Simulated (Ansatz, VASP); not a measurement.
# InP: VASP beside Ansatz

The input POSCAR:

```
InP
1.0
    0.0000000000      2.9537876370      2.9537876370
    2.9537876370      0.0000000000      2.9537876370
    2.9537876370      2.9537876370      0.0000000000
In P
1 1
Direct
    0.0000000000      0.0000000000      0.0000000000
    0.2500000000      0.2500000000      0.2500000000
```

INCAR.step1

```
SYSTEM = InP
ALGO     = Normal         ! electronic algorithm
EDIFF    = 1E-5           ! SCF threshold, eV
ENCUT    = 520            ! plane-wave cutoff, eV
GGA      = PE             ! functional
ISIF     = 2              ! what is computed and relaxed
ISMEAR   = 0              ! smearing method
LASPH    = .True.         ! aspherical terms in the spheres
LCHARG   = .False.        ! write CHGCAR
LREAL    = .False.        ! projectors in reciprocal space
LWAVE    = .True.         ! write WAVECAR
NBANDS   = 16             ! bands
NELM     = 100            ! most SCF steps
PREC     = Accurate       ! precision mode
SIGMA    = 0.01           ! smearing width, eV
```

File INCAR.step2:

```
SYSTEM = InP
ALGO     = Normal         ! electronic algorithm
EDIFF    = 1E-6           ! SCF threshold, eV
ENCUT    = 520            ! plane-wave cutoff, eV
GGA      = PE             ! functional
HFSCREEN = 0.2079         ! screening, 1/A
ISIF     = 2              ! what is computed and relaxed
ISMEAR   = 0              ! smearing method
ISTART   = 1            
LASPH    = .True.         ! aspherical terms in the spheres
LCHARG   = .False.        ! write CHGCAR
LHFCALC  = .True.         ! exact exchange
LREAL    = .False.        ! projectors in reciprocal space
LWAVE    = .False.        ! write WAVECAR
NBANDS   = 16             ! bands
NELM     = 100            ! most SCF steps
PREC     = Accurate       ! precision mode
PRECFOCK = Normal       
SIGMA    = 0.01           ! smearing width, eV
```

KPOINTS

```
k-points
0
Gamma
  6 6 6
  0 0 0
```

Input for Ansatz:

```yaml
crystal:
  lattice:
    - [0.0, 2.953787637, 2.953787637]
    - [2.953787637, 0.0, 2.953787637]
    - [2.953787637, 2.953787637, 0.0]
  atoms:
    - { symbol: In, position: [0.0, 0.0, 0.0] }
    - { symbol: P, position: [0.25, 0.25, 0.25] }
kpoints:
  mp_grid: { grid: [6, 6, 6] }
  band_path:
    path:
      - [0.0, 0.0, 0.0]
      - [-0.5, -0.5, 0.0]
      - [-0.375, -0.375, 0.25]
      - [-0.375, 0.0, 0.375]
      - [0.0, 0.0, 0.5]
      - [-0.5, -0.25, 0.25]
    npoints: 1
hamiltonian:
  xc: hse06
scf:
  occupations: { method: fixed }
  n_extra_bands: 4
output:
  forces: true
  stress: true
  eigenvalues: true
```

Alike in both runs: task single point; functional HSE06; k mesh 6 × 6 × 6; no spin polarisation.

|  | VASP | Ansatz |
| --- | --- | --- |
| version | VASP 6.6.1 | Ansatz 0.2.0 |
| potentials or method | VASP PAW PBE potentials, release 64 (In_d, P) | plane waves, PAW |
| plane-wave cutoff (eV) | 520 | 420 |
| occupations | gaussian, width 0.01 eV | fixed |
| valence electrons in the cell | 18 | 18 |

VASP gave:

- gap on the k mesh at the Fermi level (eV): 1.35
- pressure (GPa): -0.4

Question: Which values does Ansatz return?

Answer: gap on the k mesh at the Fermi level (eV): 1.36; pressure (GPa): -0.2.

Ansatz's warnings: stress exchange threshold loose, stress scf threshold loose.
